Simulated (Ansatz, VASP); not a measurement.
**Pt: VASP beside Ansatz**

The input INCAR:

```
SYSTEM = Pt
PREC = Accurate
ENCUT = 520
EDIFF = 1E-6
ISMEAR = -1
SIGMA = 0.02
LREAL = .FALSE.
LASPH = .TRUE.
NELM = 100
ALGO = Normal
ISIF = 2
LWAVE = .FALSE.
LCHARG = .TRUE.
GGA = PE
LELF = .TRUE.
LVHAR = .TRUE.
NBANDS = 11
```

KPOINTS

```
regular mesh
0
G
  20 20 20
  0 0 0
```

Contents of POSCAR:

```
Pt
1.0
    0.0000000000      2.1292162500      1.9579000000
    2.1292162500      0.0000000000      1.9579000000
    2.1292162500      2.1292162500      0.0000000000
Pt
1
Direct
    0.0000000000      0.0000000000      0.0000000000
```

Input for Ansatz:

```yaml
crystal:
  lattice:
    - [0.0, 2.12921625, 1.9579]
    - [2.12921625, 0.0, 1.9579]
    - [2.12921625, 2.12921625, 0.0]
  atoms:
    - { symbol: Pt, position: [0.0, 0.0, 0.0] }
basis:
  ecutwfc: 420
kpoints:
  mp_grid: { grid: [20, 20, 20] }
hamiltonian:
  xc: pbe
scf:
  occupations: { method: fermi_dirac, width: 0.02 }
output:
  forces: true
  stress: true
  eigenvalues: true
```

Change from the starting cell: strain +0.0875 x Voigt [1, 1, 0, 0, 0, 0], atoms carried along.

Alike in both runs: task single point; functional PBE; k mesh 20 × 20 × 20; occupations fermi-dirac, width 0.02 eV; no spin polarisation.

```csv
,VASP,Ansatz
version,VASP 6.6.1,Ansatz 0.2.0
potentials or method,"VASP PAW PBE potentials, release 64 (Pt), cutoff 520 eV","scalar-relativistic, plane waves, PAW"
valence electrons in the cell,10,18
```

```csv
,VASP,Ansatz,Ansatz less VASP
gap on the k mesh at the Fermi level (eV),none,none,-
pressure (GPa),-22.1,-21.8,+0.30
"traceless stress, the component that is largest in VASP (GPa)",1.66,1.66,+0.003
```

A gap of «none» marks a metal or a gap that the smearing closes. VASP's potentials hold 10 valence electrons a cell and Ansatz's 18, so a difference there can come from the potentials and not from the codes.

Spin-orbit coupling is off throughout.
